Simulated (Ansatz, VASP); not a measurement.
**One calculation of Li2TiO2, two programs**

```xyz
5
Lattice="3.0756 0.0000 0.0000 0.0000 3.0756 0.0000 0.0000 0.0000 5.8576" Properties=species:S:1:pos:R:3 pbc="T T T"
Li    0.0000    0.0000    3.9396
Li    0.0000    0.0000    1.9181
Ti    0.0000    0.0000    0.0000
O     1.5378    1.5378    0.0000
O     1.5378    1.5378    2.9288
```

Alike in both runs: task single point; functional PBE; k mesh 6 × 6 × 4; occupations gaussian, width 0.1 eV; collinear spin.

|  | VASP | Ansatz |
| --- | --- | --- |
| version | VASP 6.6.1 | Ansatz 0.2.0 |
| potentials or method | VASP PAW PBE potentials, release 64 (Li_sv, Ti_sv, O), cutoff 520 eV | scalar-relativistic, plane waves, PAW |
| valence electrons in the cell | 30 | 30 |

|  | VASP | Ansatz | Ansatz less VASP |
| --- | --- | --- | --- |
| gap on the k mesh at the Fermi level (eV) | none | none | - |
| rms of the force components (eV/Å) | 1.686 | 1.673 | -0.0125 |
| net moment per atom (μB) | 0.42 | 0.42 | 0.000 |
| size of the moment on the site where the two differ most (μB) | 1.56 | 1.08 | -0.480 |

Site moments also hang on the region over which each program counts them. Atom by atom the forces differ by 0.013 eV/Å (rms over components). A gap of «none» marks a metal or a gap that the smearing closes.

Noted on VASP's run: the cutoff is short for stress, so the pressure is rough.
